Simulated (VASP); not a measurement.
A run of VASP 6.6.1 is set up as follows.

INCAR

```
SYSTEM = Al3Ag5
PREC = Accurate
ENCUT = 520
EDIFF = 1E-6
ISMEAR = 0
SIGMA = 0.1
LREAL = .False.
LASPH = .True.
NELM = 80
ALGO = Fast
ISIF = 2
LWAVE = .False.
LCHARG = .False.
GGA = PE
NBANDS = 42
```

Contents of KPOINTS:

```
regular mesh
0
Gamma
  6 6 4
  0 0 0
```

Contents of POSCAR:

```
Al3Ag5
1.0
    5.3471952140      0.0000000000      0.0000000000
   -2.6735976070      4.6308068944      0.0000000000
    0.0000000000      0.0000000000      7.2366361820
Al Ag
3 5
Direct
    0.5000000000      0.0000000000      0.0000000000
    0.0000000000      0.5000000000      0.0000000000
    0.5000000000      0.5000000000      0.0000000000
    0.3333333333      0.6666666667      0.3124491248
    0.6666666667      0.3333333333      0.3124491248
    0.6666666667      0.3333333333      0.6875508752
    0.3333333333      0.6666666667      0.6875508752
    0.0000000000      0.0000000000      0.0000000000
```

Potentials or basis: VASP PAW PBE potentials, release 64 (Al, Ag).

Launch:

```console
$ cat potpaw_PBE.64/Al/POTCAR potpaw_PBE.64/Ag/POTCAR > POTCAR
$ mpirun -np 1 vasp_std > vasp.out
```

Task: Predict the band gap on the k mesh.

Result: Zero (bands 32 and 33 overlap by 1.21 eV).

Task: What does it give for the pressure?

Result: 0.0 GPa.

Forces in eV/Å, atoms in the order of the input:
```
Al   0.000  0.000  0.000
Al   0.000  0.000  0.000
Al   0.000  0.000  0.000
Ag   0.000  0.000 -0.002
Ag   0.000  0.000 -0.002
Ag   0.000  0.000  0.002
Ag   0.000  0.000  0.002
Ag   0.000  0.000  0.000
```
